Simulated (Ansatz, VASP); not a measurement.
One calculation of MgCdTe3, two programs

```xyz
5
Lattice="5.3247 0.0000 0.0000 0.0000 5.3247 0.0000 0.0000 0.0000 5.3247" Properties=species:S:1:pos:R:3 pbc="T T T"
Mg    2.6623    2.6623    2.6623
Cd    0.0000    0.0000    0.0000
Te    0.0000    2.6623    2.6623
Te    2.6623    0.0000    2.6623
Te    2.6623    2.6623    0.0000
```

Change from the starting cell: species swapped into the RbCaH3 type (Pm-3m, No. 221).

Alike in both runs: task single point; functional PBE; k mesh 4 × 4 × 4; occupations gaussian, width 0.1 eV; no spin polarisation.

|  | VASP | Ansatz |
| --- | --- | --- |
| version | VASP 6.6.1 | Ansatz 0.2.0 |
| potentials or method | VASP PAW PBE potentials, release 64 (Mg, Cd, Te), cutoff 520 eV | scalar-relativistic, plane waves, PAW |
| valence electrons in the cell | 32 | 78 |

```csv
,VASP,Ansatz,Ansatz less VASP
gap on the k mesh at the Fermi level (eV),none,none,-
pressure (GPa),3.6,3.6,-0.01
```

A gap of «none» marks a metal or a gap that the smearing closes. VASP's potentials hold 32 valence electrons a cell and Ansatz's 78, so a difference there can come from the potentials and not from the codes.

Spin-orbit coupling is off throughout.
